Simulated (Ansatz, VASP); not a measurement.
## OF2 in VASP and in Ansatz

```
O F
1.0
     0.00000    2.43374    2.43374
     2.43374    0.00000    2.43374
     2.43374    2.43374    0.00000
O F
1 2
Cartesian
  0.0000 0.0000 0.0000
  3.6506 3.6506 3.6506
  1.2169 1.2169 1.2169
```

Alike in both runs: task single point; functional r2SCAN; dispersion rVV10; k mesh 10 × 10 × 10; occupations fermi-dirac, width 0.03 eV; no spin polarisation.

|  | VASP | Ansatz |
| --- | --- | --- |
| version | VASP 6.6.1 | Ansatz 0.2.0 |
| potentials or method | VASP PAW PBE potentials, release 64 (O, F) | plane waves, PAW |
| plane-wave cutoff (eV) | 660 | 500 |
| valence electrons in the cell | 20 | 20 |

Ansatz gave:

| Quantity | Value |
| --- | --- |
| pressure (GPa) | 0.0 |

Q: Which values does VASP return?

A: Pressure (GPa): -0.9.

VASP's potentials were made for PBE, not for r2SCAN.
